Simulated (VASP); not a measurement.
# HfTa4F (F-43m) in VASP: a series of runs, part 2 of 2

VASP 6.6.1. Earlier steps stand in the parts before.

## 3. Single point, PBE

This run uses another cell than the first one, of 20.16 Å³/atom, 1.148 times its volume.

Contents of INCAR:

```
SYSTEM = HfTa4F
  PREC = Accurate
  ENCUT = 520
  EDIFF = 1E-6
  ISMEAR = 0
  SIGMA = 0.1
  LREAL = .FALSE.
  LASPH = .TRUE.
  NELM = 80
  ALGO = Normal
  ISIF = 2
  LWAVE = .FALSE.
  LCHARG = .FALSE.
  GGA = PE
  NBANDS = 40
```

Contents of KPOINTS:

```
Automatic mesh
0
G
  4 4 4
  0 0 0
```

Contents of POSCAR:

```
HfTa4F
1.0
    0.0000000000      3.9255127855      3.9255127855
    3.9255127855      0.0000000000      3.9255127855
    3.9255127855      3.9255127855      0.0000000000
Hf Ta F
1 4 1
Direct
    0.7500000000      0.7500000000      0.7500000000
    0.8663227451      0.3778924183      0.3778924183
    0.3778924183      0.3778924183      0.3778924183
    0.3778924183      0.8663227451      0.3778924183
    0.3778924183      0.3778924183      0.8663227451
    0.0000000000      0.0000000000      0.0000000000
```

Potentials or basis: VASP PAW PBE potentials, release 64 (Hf_pv, Ta_pv, F).

Launch:

```console
cat potpaw_PBE.64/Hf_pv/POTCAR potpaw_PBE.64/Ta_pv/POTCAR potpaw_PBE.64/F/POTCAR > POTCAR
mpirun -np 1 vasp_std > vasp.out
```

OUTCAR:

```text
SYSTEM = HfTa4F
   PREC = Accurate
   ENCUT = 520
   EDIFF = 1E-6
   ISMEAR = 0
   LREAL = .FALSE.
   LASPH = .TRUE.
   NELM = 80
   ISIF = 2
   GGA = PE

 ion  position               nearest neighbor table
   1  0.750  0.750  0.750-   3 3.25   4 3.25   5 3.25   2 3.25   3 3.25   5 3.25   2 3.25   3 3.25
                             4 3.25   2 3.25   4 3.25   5 3.25
   2  0.866  0.378  0.378-   3 2.71   4 2.71   5 2.71   3 2.84   5 2.84   4 2.84   1 3.25   1 3.25
                             1 3.25
   3  0.378  0.378  0.378-   2 2.71   4 2.71   5 2.71   5 2.84   4 2.84   2 2.84   1 3.25   1 3.25
                             1 3.25
   4  0.378  0.866  0.378-   2 2.71   3 2.71   5 2.71   5 2.84   3 2.84   2 2.84   1 3.25   1 3.25
                             1 3.25
   5  0.378  0.378  0.866-   2 2.71   3 2.71   4 2.71   3 2.84   4 2.84   2 2.84   1 3.25   1 3.25
                             1 3.25
   6  0.000  0.000  0.000-

  LATTYP: Found a face centered cubic cell.
 ALAT       =     7.8510255710

  Lattice vectors:

 A1 = (   0.0000000000,   3.9255127855,   3.9255127855)
 A2 = (   3.9255127855,   0.0000000000,   3.9255127855)
 A3 = (   3.9255127855,   3.9255127855,   0.0000000000)
[... 170 lines left out ...]
 cond. band min:       4.0982951451   @ k =   0.2500   0.2500   0.0000
 fundamental gap:      0.1090131387
 Fermi energy:         4.0628375410

 k-point     1 :       0.0000    0.0000    0.0000
  band No.  band energies     occupation
      1     -31.0341      2.00000
      2     -30.4681      2.00000
      3     -30.4681      2.00000
      4     -30.4681      2.00000
      5     -30.2865      2.00000
      6     -30.2865      2.00000
[... 333 lines left out ...]
     39       6.1466      0.00000
     40       7.3336      0.00000

------------------------ aborting loop because EDIFF is reached ----------------------------------------

  FORCE on cell =-STRESS in cart. coord.  units (eV):
  Direction    XX          YY          ZZ          XY          YZ          ZX
  --------------------------------------------------------------------------------------
  -------------------------------------------------------------------------------------
  Total        0.1459175      0.1459175      0.1459175     -0.0000000      0.0000000     -0.0000000
  in kB        1.9324084      1.9324084      1.9324084     -0.0000000      0.0000000     -0.0000000
  external PRESSURE =       1.9324084 kB  Pullay stress =       0.0000000 kB

 VOLUME and BASIS-vectors are now :
 -----------------------------------------------------------------------------
  energy-cutoff  :      520.00
  volume of cell :      120.98
      direct lattice vectors                 reciprocal lattice vectors
     0.000000000  3.925512786  3.925512786    -0.127371894  0.127371894  0.127371894
     3.925512786  0.000000000  3.925512786     0.127371894 -0.127371894  0.127371894
     3.925512786  3.925512786  0.000000000     0.127371894  0.127371894 -0.127371894

 POSITION                                       TOTAL-FORCE (eV/Angst)
 -----------------------------------------------------------------------------------
      5.88827      5.88827      5.88827         0.000000     -0.000000     -0.000000
      2.96684      4.88418      4.88418         0.002262     -0.002262     -0.002262
      2.96684      2.96684      2.96684         0.002262      0.002262      0.002262
      4.88418      2.96684      4.88418        -0.002262      0.002262     -0.002262
      4.88418      4.88418      2.96684        -0.002262     -0.002262      0.002262
      0.00000      0.00000      0.00000         0.000000     -0.000000     -0.000000
 -----------------------------------------------------------------------------------
    total drift:                                0.000000      0.000000      0.000000

  FREE ENERGIE OF THE ION-ELECTRON SYSTEM (eV)
  ---------------------------------------------------
  free  energy   TOTEN  =       -56.0885513304 eV

  energy  without entropy=      -56.0731161805  energy(sigma->0) =      -56.08083376
```

OSZICAR:

```text
N       E                     dE             d eps       ncg     rms          rms(c)
DAV:   1     0.544658313760E+03    0.54466E+03   -0.33002E+04   640   0.151E+03
DAV:   2    -0.308136154921E+02   -0.57547E+03   -0.55523E+03   704   0.445E+02
DAV:   3    -0.587973224949E+02   -0.27984E+02   -0.26495E+02   832   0.852E+01
DAV:   4    -0.593647415565E+02   -0.56742E+00   -0.56550E+00   784   0.120E+01
DAV:   5    -0.593820874759E+02   -0.17346E-01   -0.17342E-01   848   0.167E+00    0.447E+01
DAV:   6    -0.568207155964E+02    0.25614E+01   -0.78570E+00   808   0.145E+01    0.295E+01
DAV:   7    -0.566287056692E+02    0.19201E+00   -0.53670E+00   840   0.139E+01    0.147E+01
DAV:   8    -0.560916103511E+02    0.53710E+00   -0.12997E+00   808   0.683E+00    0.212E+00
DAV:   9    -0.560945332936E+02   -0.29229E-02   -0.38319E-01   720   0.285E+00    0.232E+00
DAV:  10    -0.560892915165E+02    0.52418E-02   -0.40514E-02   824   0.120E+00    0.336E-01
DAV:  11    -0.560889565695E+02    0.33495E-03   -0.91012E-03   824   0.493E-01    0.261E-01
DAV:  12    -0.560886317018E+02    0.32487E-03   -0.10605E-03   768   0.139E-01    0.199E-01
DAV:  13    -0.560885433541E+02    0.88348E-04   -0.54144E-04   744   0.112E-01    0.501E-02
DAV:  14    -0.560885510620E+02   -0.77079E-05   -0.33284E-05   712   0.258E-02    0.210E-02
DAV:  15    -0.560885513304E+02   -0.26848E-06   -0.60439E-06   720   0.145E-02
   1 F= -.56088551E+02 E0= -.56080834E+02  d E =-.154351E-01
```

stdout:

```text
POSCAR found type information on POSCAR HfTaF
 POSCAR found :  3 types and       6 ions
 scaLAPACK will be used
 LDA part: xc-table for (Slater+PW92), standard interpolation
 POSCAR, INCAR and KPOINTS ok, starting setup
 FFT: planning ... GRIDC
 FFT: planning ... GRID_SOFT
 FFT: planning ... GRID
 WAVECAR not read
 entering main loop
```

It took 26 s on 1 thread of Intel Xeon 6975P-C (Granite Rapids), shared host; peak memory 0.26 GiB.

What came out:

| Quantity | Value |
| --- | --- |
| Free energy | -56.0886 eV |
| Pressure | 0.2 GPa |
| Largest force | 0.004 eV/Å |

Forces in eV/Å, atoms in the order of the input:
```
Hf   0.000  0.000  0.000
Ta   0.002 -0.002 -0.002
Ta   0.002  0.002  0.002
Ta  -0.002  0.002 -0.002
Ta  -0.002 -0.002  0.002
F    0.000  0.000  0.000
```

Levels at points of the mesh, in eV from the Fermi level:
```tsv
k point	band 26	band 27	band 28	band 29	band 30	band 31	band 32	band 33	band 34	band 35
(0.00, 0.00, 0.00)	-1.56	-1.42	-1.42	-1.42	0.67	0.67	0.97	0.97	0.97	3.10
(0.50, 0.00, 0.00)	-1.40	-1.40	-0.65	-0.53	-0.53	-0.27	0.20	0.20	0.63	0.63
(0.50, 0.50, 0.00)	-1.48	-0.99	-0.75	-0.52	-0.45	-0.34	-0.34	0.37	0.37	0.66
```

Caveat: spin-orbit coupling is left out, which moves the levels of the heavy elements; an odd number of electrons without spin polarisation forces a metal; a magnetic or distorted state may lie lower.

## 4. Single point, PBE

This run uses another cell than the first one, of 20.10 Å³/atom, 1.145 times its volume.

Contents of INCAR:

```
SYSTEM = HfTa4F
PREC = Accurate ; ENCUT = 520
EDIFF = 1E-6 ; ISMEAR = 0
SIGMA = 0.1 ; LREAL = .False.
LASPH = .True. ; NELM = 60
ALGO = Normal ; ISIF = 2
LWAVE = .False. ; LCHARG = .False.
GGA = PE ; NBANDS = 40
```

Contents of KPOINTS:

```
regular mesh
0
Gamma
  8 8 8
  0 0 0
```

Contents of POSCAR:

```
HfTa4F
1.0
    0.0000000000      3.9214953857      3.9214953857
    3.9214953857      0.0000000000      3.9214953857
    3.9214953857      3.9214953857      0.0000000000
Hf Ta F
1 4 1
Direct
    0.2500000000      0.2500000000      0.2500000000
    0.6217931789      0.6217931789      0.1346204633
    0.6217931789      0.1346204633      0.6217931789
    0.1346204633      0.6217931789      0.6217931789
    0.6217931789      0.6217931789      0.6217931789
    0.0000000000      0.0000000000      0.0000000000
```

Potentials or basis: VASP PAW PBE potentials, release 64 (Hf_pv, Ta_pv, F).

Launch:

```console
cat potpaw_PBE.64/Hf_pv/POTCAR potpaw_PBE.64/Ta_pv/POTCAR potpaw_PBE.64/F/POTCAR > POTCAR
mpirun -np 1 vasp_std > vasp.out
```

OUTCAR:

```text
SYSTEM = HfTa4F
   PREC = Accurate
   ENCUT = 520
   EDIFF = 1E-6
   ISMEAR = 0
   LREAL = .False.
   LASPH = .True.
   NELM = 60
   ISIF = 2
   GGA = PE

 ion  position               nearest neighbor table
   1  0.250  0.250  0.250-   2 3.24   3 3.24   4 3.24   3 3.24   4 3.24   5 3.24   2 3.24   4 3.24
                             5 3.24   2 3.24   3 3.24   5 3.24
   2  0.622  0.622  0.135-   3 2.70   4 2.70   5 2.70   3 2.84   4 2.84   5 2.84   1 3.24   1 3.24
                             1 3.24
   3  0.622  0.135  0.622-   2 2.70   4 2.70   5 2.70   4 2.84   2 2.84   5 2.84   1 3.24   1 3.24
[... 1245 lines left out ...]
  -------------------------------------------------------------------------------------
  Total       -0.0954857     -0.0954857     -0.0954857      0.0000000      0.0000000      0.0000000
  in kB       -1.2684220     -1.2684220     -1.2684220      0.0000000      0.0000000      0.0000000
  external PRESSURE =      -1.2684220 kB  Pullay stress =       0.0000000 kB

 VOLUME and BASIS-vectors are now :
 -----------------------------------------------------------------------------
  energy-cutoff  :      520.00
  volume of cell :      120.61
      direct lattice vectors                 reciprocal lattice vectors
     0.000000000  3.921495386  3.921495386    -0.127502381  0.127502381  0.127502381
     3.921495386  0.000000000  3.921495386     0.127502381 -0.127502381  0.127502381
     3.921495386  3.921495386  0.000000000     0.127502381  0.127502381 -0.127502381

 POSITION                                       TOTAL-FORCE (eV/Angst)
 -----------------------------------------------------------------------------------
      1.96075      1.96075      1.96075         0.000000      0.000000      0.000000
      2.96627      2.96627      4.87672         0.000874      0.000874     -0.000874
      2.96627      4.87672      2.96627         0.000874     -0.000874      0.000874
      4.87672      2.96627      2.96627        -0.000874      0.000874      0.000874
      4.87672      4.87672      4.87672        -0.000874     -0.000874     -0.000874
      0.00000      0.00000      0.00000         0.000000     -0.000000      0.000000
 -----------------------------------------------------------------------------------
    total drift:                               -0.000000     -0.000000     -0.000000

  FREE ENERGIE OF THE ION-ELECTRON SYSTEM (eV)
  ---------------------------------------------------
  free  energy   TOTEN  =       -56.1576791244 eV

  energy  without entropy=      -56.1411299442  energy(sigma->0) =      -56.14940453
```

stdout:

```text
POSCAR found type information on POSCAR HfTaF
 POSCAR found :  3 types and       6 ions
 scaLAPACK will be used
 LDA part: xc-table for (Slater+PW92), standard interpolation
 POSCAR, INCAR and KPOINTS ok, starting setup
 FFT: planning ... GRIDC
 FFT: planning ... GRID_SOFT
 FFT: planning ... GRID
 WAVECAR not read
 entering main loop
```

It took 81 s on 1 thread of Intel Xeon 6975P-C (Granite Rapids), shared host; peak memory 0.33 GiB.

Results:

```
Free energy : -56.1577 eV
Pressure    : -0.1 GPa
```

Caveat: spin-orbit coupling is left out, which moves the levels of the heavy elements; an odd number of electrons without spin polarisation forces a metal; a magnetic or distorted state may lie lower.

## 5. Relaxation of cell and atoms, PBE

Contents of INCAR:

```
ALGO = Normal ; EDIFF = 1E-6
EDIFFG = -0.04 ; ENCUT = 600
GGA = PE ; IBRION = 2
ISIF = 3 ; ISMEAR = 0
LASPH = T ; LCHARG = F
LREAL = F ; LWAVE = F
NELM = 80 ; NSW = 90
PREC = Accurate ; SIGMA = 0.1
```

Contents of KPOINTS:

```
k-points
0
Gamma
  4 4 4
```

Contents of POSCAR:

```
HfTa4F
1.0
    0.0000000000      3.7488024900      3.7488024900
    3.7488024900      0.0000000000      3.7488024900
    3.7488024900      3.7488024900      0.0000000000
Hf Ta F
1 4 1
Direct
    0.7500000000      0.7500000000      0.7500000000
    0.8747170300      0.3750943200      0.3750943200
    0.3750943200      0.3750943200      0.3750943200
    0.3750943200      0.8747170300      0.3750943200
    0.3750943200      0.3750943200      0.8747170300
    0.0000000000      0.0000000000      0.0000000000
```

Launch:

```console
cat potpaw_PBE.64/Hf_pv/POTCAR potpaw_PBE.64/Ta_pv/POTCAR potpaw_PBE.64/F/POTCAR > POTCAR
mpirun -np 1 vasp_std > vasp.out
```

Run time: 2.4 min. Hardware: 1 thread of Intel Xeon 6975P-C (Granite Rapids), shared host; peak memory 0.29 GiB.

It converged, with:

```
Free energy                            : -56.0834 eV
Relaxed volume                         : 20.19 Å³/atom
Relaxed cell                           : a = 5.554 Å, b = 5.554 Å, c = 5.554 Å, α = 60.00°, β = 60.00°, γ = 60.00°
Space group after relaxing (to 0.05 Å) : F-43m (No. 216)
Energy gained by relaxing              : 177.3 meV/atom
Ionic steps                            : 9
Pressure after relaxing                : 0.0 GPa
```

Step by step:
```tsv
step	energy change (eV)	largest force (eV/Å)	pressure (GPa)	volume (Å³)
1	0.0000	1.1013	22.29	105.37
2	0.5563	0.3631	-17.14	147.20
3	-1.0516	0.3932	-1.19	122.08
4	-1.0537	0.4084	-0.43	121.35
5	-1.0535	0.4157	-0.07	121.02
6	-1.0613	0.1803	0.66	120.63
7	-1.0635	0.0139	0.41	120.75
8	-1.0637	0.0081	-0.33	121.47
9	-1.0640	0.0018	0.01	121.14
```

Final structure:
```
Hf Ta F
1.0
     0.00000    3.92726    3.92726
     3.92726    0.00000    3.92726
     3.92726    3.92726    0.00000
Hf Ta F
1 4 1
Direct
  0.75000 0.75000 0.75000
  0.86628 0.37791 0.37791
  0.37791 0.37791 0.37791
  0.37791 0.86628 0.37791
  0.37791 0.37791 0.86628
  0.00000 0.00000 0.00000
```

Levels at points of the mesh, in eV from the Fermi level:
```csv
k point,band 26,band 27,band 28,band 29,band 30,band 31,band 32,band 33,band 34,band 35
"(0.00, 0.00, 0.00)",-1.55,-1.42,-1.42,-1.42,0.67,0.67,0.97,0.97,0.97,3.09
"(0.50, 0.00, 0.00)",-1.40,-1.40,-0.65,-0.53,-0.53,-0.27,0.20,0.20,0.63,0.63
"(0.50, 0.50, 0.00)",-1.48,-0.98,-0.75,-0.52,-0.45,-0.34,-0.34,0.37,0.37,0.66
```

Caveat: the k points lie up to 0.35 Å⁻¹ apart in the final cell; spin-orbit coupling is left out, which moves the levels of the heavy elements; an odd number of electrons without spin polarisation forces a metal; a magnetic or distorted state may lie lower.

## 6. Overview

| task | cell | k mesh | cutoff (eV) | gap on the mesh (eV) | pressure (GPa) |
| --- | --- | --- | --- | --- | --- |
| single point | a = 5.302 Å, angles 60.0°, 6 atoms | 4 × 4 × 4 | 520 | none | 22.3 |
| single point | a = 5.552 Å, angles 60.0°, 6 atoms | 4 × 4 × 4 | 520 | none | 0.2 |
| single point | a = 5.546 Å, angles 60.0°, 6 atoms | 8 × 8 × 8 | 520 | none | -0.1 |
| relaxation of cell and atoms | relaxed from a = 5.302 Å, angles 60.0°, 6 atoms | 4 × 4 × 4 | 600 | none | 0.0 |

Alike in all rows: level PBE; potentials or basis VASP PAW PBE potentials, release 64 (Hf_pv, Ta_pv, F); no spin polarisation; smearing gaussian 0.1 eV.

Caveats: some runs use coarse meshes; spin-orbit coupling is left out, which moves the levels of the heavy elements; an odd number of electrons without spin polarisation forces a metal; a magnetic or distorted state may lie lower.

Absolute energies hang on the potentials; compare differences alone.
